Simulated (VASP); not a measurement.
Write the native input for VASP 6.6.1 that does the following.

```
Task                   : relaxation of cell and atoms
Functional             : r2SCAN
Potentials or basis    : VASP PAW PBE potentials, release 64 (Ta_pv, N)
Cutoff                 : 600 eV
k mesh                 : 12 × 12 × 12
Occupations            : gaussian, width 0.1 eV
Spin                   : no spin polarisation
Target pressure        : -3 GPa
Dipole correction      : no
Further INCAR settings : ALGO = Normal; EDIFF = 1e-06; IBRION = 2; EDIFFG = -0.008; NSW = 70; ISIF = 3
```

TaN:

```
Ta N
1.0
     5.24886    0.00000    0.00000
    -2.62443    4.54565    0.00000
     0.00000    0.00000    2.93791
Ta N
3 3
Cartesian
  0.0000 3.0304 1.4690
  2.6244 1.5152 1.4690
  0.0000 0.0000 0.0000
  2.0597 0.0000 0.0000
  1.5946 2.7619 0.0000
  -1.0298 1.7837 0.0000
```

One way to write it, as run:

POSCAR

```
TaN
1.0
    5.2488603537      0.0000000000      0.0000000000
   -2.6244301768      4.5456464072      0.0000000000
    0.0000000000      0.0000000000      2.9379147977
Ta N
3 3
Direct
    0.3333333333      0.6666666667      0.5000000000
    0.6666666667      0.3333333333      0.5000000000
    0.0000000000      0.0000000000      0.0000000000
    0.3924063645      0.0000000000      0.0000000000
    0.6075936355      0.6075936355      0.0000000000
    0.0000000000      0.3924063645      0.0000000000
```

INCAR.step1

```
SYSTEM = TaN
  PREC = Accurate
  ENCUT = 600
  ISMEAR = 0
  SIGMA = 0.1
  LREAL = .False.
  LASPH = .True.
  NELM = 100
  GGA = PE
  ALGO = Normal
  EDIFF = 1E-4
  LWAVE = .True.
  LCHARG = .False.
  LUSENCCL = .False.
```

INCAR.step2

```
SYSTEM = TaN
  PREC = Accurate
  ENCUT = 600
  EDIFF = 1E-6
  ISMEAR = 0
  SIGMA = 0.1
  LREAL = .False.
  LASPH = .True.
  NELM = 100
  ALGO = Normal
  ISIF = 3
  LWAVE = .False.
  LCHARG = .False.
  METAGGA = R2SCAN
  LMIXTAU = .True.
  IBRION = 2
  NSW = 70
  EDIFFG = -0.008
  PSTRESS = -30.0
  ISTART = 1
  LUSENCCL = .False.
```

KPOINTS

```
regular mesh
0
Gamma
  12 12 12
  0 0 0
```

Potentials or basis: VASP PAW PBE potentials, release 64 (Ta_pv, N).

The run is started by

```console
$ cat potpaw_PBE.64/Ta_pv/POTCAR potpaw_PBE.64/N/POTCAR > POTCAR
$ cp INCAR.step1 INCAR
$ mpirun -np 1 vasp_std > vasp.out
$ cp INCAR.step2 INCAR
$ mpirun -np 1 vasp_std > vasp.out
```

Results of the run:

```
Relaxed volume                                             : 11.52 Å³/atom
Relaxed cell                                               : a = 5.226 Å, b = 5.226 Å, c = 2.922 Å, α = 90.00°, β = 90.00°, γ = 120.00°
Space group after relaxing (to 0.1 Å)                      : P-62m (No. 189)
Energy change on relaxing (the run minimises the enthalpy) : -5.4 meV/atom
Ionic steps                                                : 5
Pressure after relaxing                                    : -3.0 GPa
Largest force after relaxing                               : 0.005 eV/Å
Band gap on the k mesh                                     : zero (bands 24 and 25 overlap by 3.22 eV)
```

Caveat: the cell is relaxed towards a set pressure, so the run minimises the enthalpy, not the energy; the PAW data sets were made with another functional, which shifts forces and pressure a little; spin-orbit coupling is left out, which moves the levels of the heavy elements.

It took 7.5 min on 1 × NVIDIA H100 80GB with 1 thread of AMD EPYC 7R13 Processor (Zen 3), on a shared host, peak memory 1.4 GiB.
